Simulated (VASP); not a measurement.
A run of VASP 6.6.1:

INCAR

```
ALGO = Normal ; EDIFF = 1E-6
ENCUT = 520 ; GGA = PE
ISIF = 2 ; ISMEAR = 0
LASPH = T ; LCHARG = T
LELF = T ; LREAL = F
LVHAR = T ; LWAVE = F
NBANDS = 26 ; NELM = 80
PREC = Accurate ; SIGMA = 0.05
```

File KPOINTS:

```
k-points
0
Gamma
  9 9 4
```

Contents of POSCAR:

```
ZnS
1.0
    3.8455587354      0.0000000000      0.0000000000
   -1.9227793677      3.3303515566      0.0000000000
    0.0000000000      0.0000000000      6.3037246812
Zn S
2 2
Direct
    0.3529558864      0.7059117727      0.0052003729
    0.6470441136      0.2940882273      0.5052003729
    0.3174763541      0.6349527081      0.3797996271
    0.6825236459      0.3650472919      0.8797996271
```

Potentials or basis: VASP PAW PBE potentials, release 64 (Zn, S).

The run is started by

```sh
$ cat potpaw_PBE.64/Zn/POTCAR potpaw_PBE.64/S/POTCAR > POTCAR
$ mpirun -np 1 vasp_std > vasp.out
```

Hardware: 1 thread of Intel(R) Xeon(R) 6975P-C (Granite Rapids), with other jobs on the host.

Task: Estimate the wall time of this run.

Result: Run time: 75 s on 1 thread of Intel(R) Xeon(R) 6975P-C (Granite Rapids), on a shared host, peak memory 0.27 GiB. Counts: scf iterations 14, k points 75.
